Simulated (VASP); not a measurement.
# InH2F3: relaxation of cell and atoms with PBE

The system is InH2F3.

```xyz
6
Lattice="2.4451 1.4117 3.5870 -2.4451 1.4117 3.5870 0.0000 -2.8234 3.5870" Properties=species:S:1:pos:R:3 pbc="T T T"
In    0.0000    0.0000    0.0000
H     0.0000    0.0000    6.7448
H     0.0000    0.0000    4.0163
F    -1.2225    0.7058    1.7935
F     1.2225    0.7058    1.7935
F     0.0000   -1.4117    1.7935
```

The cell was built from a structure type or drawn by symmetry, and may not be a known phase.

```
Program                : VASP 6.6.1
Task                   : relaxation of cell and atoms
Functional             : PBE
Potentials or basis    : VASP PAW PBE potentials, release 64 (In_d, H, F)
Cutoff                 : 600 eV
k mesh                 : 3 × 3 × 3
Occupations            : gaussian, width 0.15 eV
Spin                   : no spin polarisation
Dipole correction      : no
Further INCAR settings : ALGO = Normal; EDIFF = 1e-07; IBRION = 2; EDIFFG = -0.08; NSW = 36; ISIF = 3
```

The relaxed volume is 12.27 Å³/atom, the relaxed cell is a = 4.195 Å, b = 4.195 Å, c = 4.195 Å, α = 87.50°, β = 87.50°, γ = 87.50° and the space group after relaxing (to 0.1 Å) is R-3m (No. 166). The energy gained by relaxing is 1319.2 meV/atom and the ionic steps are 30. The pressure after relaxing is 0.1 GPa, the largest force after relaxing is 0.004 eV/Å and the band gap on the k mesh is 4.01 eV (least direct gap 4.29 eV).

Forces in eV/Å, atoms in the order of the input:
```
In   0.000  0.000  0.000
H    0.000  0.000  0.004
H    0.000  0.000 -0.004
F    0.000  0.000  0.000
F    0.000  0.000  0.000
F    0.000  0.000  0.000
```

Stress tensor (GPa, compression positive):
```
0.13 0.00 0.00
0.00 0.13 0.00
0.00 0.00 0.00
```

The path:
```tsv
step	energy change (eV)	largest force (eV/Å)	pressure (GPa)	volume (Å³)
1	0.0000	0.1095	-6.67	74.29
2	-1.3114	0.7006	0.34	68.52
3	-1.8946	1.4033	9.90	64.16
4	-1.1049	3.1226	50.24	54.73
5	-1.9954	1.8644	18.13	61.51
6	-2.7599	2.5188	15.27	63.43
7	-4.6737	4.2489	6.86	67.19
8	-2.5380	2.4431	-20.92	63.06
9	-4.4495	4.2701	3.06	67.74
10	-4.7801	4.9569	-8.01	66.92
11	-4.7822	4.8622	-3.98	67.47
12	-5.6196	3.0896	-12.66	68.75
13	-5.6213	2.8549	-12.89	68.78
14	-5.9228	5.7273	2.26	64.70
15	-6.0706	1.4825	-3.45	66.03
16	-6.4621	0.3460	4.33	64.16
17	-6.5624	1.6719	12.15	62.31
18	-6.8923	1.1795	10.89	63.81
19	-7.5492	1.1438	8.06	67.76
20	-6.5466	16.3591	6.45	73.37
21	-7.5174	5.5565	7.86	69.66
22	-7.6483	4.5103	6.07	70.61
23	-7.8712	1.9321	1.34	73.33
24	-7.8956	0.9892	-0.55	74.52
25	-7.8956	0.9207	-0.71	74.61
26	-7.9017	0.7993	-0.44	74.35
27	-7.9120	0.4572	0.37	73.56
28	-7.9129	0.3286	0.72	73.25
29	-7.9143	0.1830	0.44	73.40
30	-7.9150	0.0044	0.09	73.60
```

Final structure:
```
In H F
1.0
     2.90051    1.67461    2.52529
    -2.90051    1.67461    2.52529
     0.00000   -3.34922    2.52529
In H F
1 2 3
Direct
  0.00000 0.00000 0.00000
  0.54931 0.54931 0.54931
  0.45069 0.45069 0.45069
  0.00000 0.50000 0.00000
  0.50000 0.00000 0.00000
  0.00000 0.00000 0.50000
```

Levels at points of the mesh, in eV from the valence-band top:
| k point | band 14 | band 15 | band 16 | band 17 | band 18 | band 19 | band 20 | band 21 | band 22 |
| --- | --- | --- | --- | --- | --- | --- | --- | --- | --- |
| (0.00, 0.00, 0.00) | -0.55 | -0.55 | -0.38 | -0.38 | -0.29 | 4.01 | 12.16 | 13.40 | 13.62 |

Run time: 8.7 min on 1 thread of Intel(R) Xeon(R) Platinum 8259CL CPU @ 2.50GHz (Skylake/Cascade Lake) (shared host), peak memory 0.22 GiB.

Caveat: the k points lie up to 0.50 Å⁻¹ apart in the final cell; spin-orbit coupling is left out, which moves the levels of the heavy elements; an odd mesh through Γ misses points on the zone boundary, where band edges can lie.
